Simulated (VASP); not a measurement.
A run of VASP 6.6.1 is set up as follows.

Contents of INCAR:

```
SYSTEM = MgO
PREC = Accurate
ENCUT = 600
EDIFF = 1E-6
ISMEAR = 0
SIGMA = 0.01
LREAL = .False.
LASPH = .True.
NELM = 60
ALGO = Normal
ISIF = 3
LWAVE = .False.
LCHARG = .False.
GGA = PS
IBRION = 2
NSW = 100
EDIFFG = -0.002
PSTRESS = 100.0
```

Contents of KPOINTS:

```
regular mesh
0
Gamma
  10 10 10
  0 0 0
```

The input POSCAR:

```
MgO
1.0
    2.1071397563      2.1071397563      0.0000000000
   -2.1071397563      2.1071397563      0.0000000000
    0.0000000000      2.1071397563      2.1071397563
Mg O
1 1
Direct
    0.0000000000      0.0000000000      0.0000000000
    0.5000000000      0.5000000000      0.0000000000
```

Potentials or basis: VASP PAW PBE potentials, release 64 (Mg, O).

Run with:

```sh
$ cat potpaw_PBE.64/Mg/POTCAR potpaw_PBE.64/O/POTCAR > POTCAR
$ mpirun -np 1 vasp_std > vasp.out
```

What does it give for the relaxed cell?

a = 2.921 Å, b = 2.921 Å, c = 2.921 Å, α = 60.00°, β = 60.00°, γ = 90.00°.

Estimate the space group after relaxing (to 0.1 Å).

Fm-3m (No. 225).

What does it give for the relaxed volume?

8.81 Å³/atom.

Estimate the band gap on the k mesh.

5.22 eV.

Step by step:
```csv
step,energy change (eV),largest force (eV/Å),pressure (GPa),volume (Å³)
1,0.0000,0.0000,-0.74,18.71
2,0.0761,0.0000,16.91,17.06
3,0.0296,0.0000,9.99,17.62
```

Caveat: the cell is relaxed towards a set pressure, so the run minimises the enthalpy, not the energy; the PAW data sets were made with another functional, which shifts forces and pressure a little.
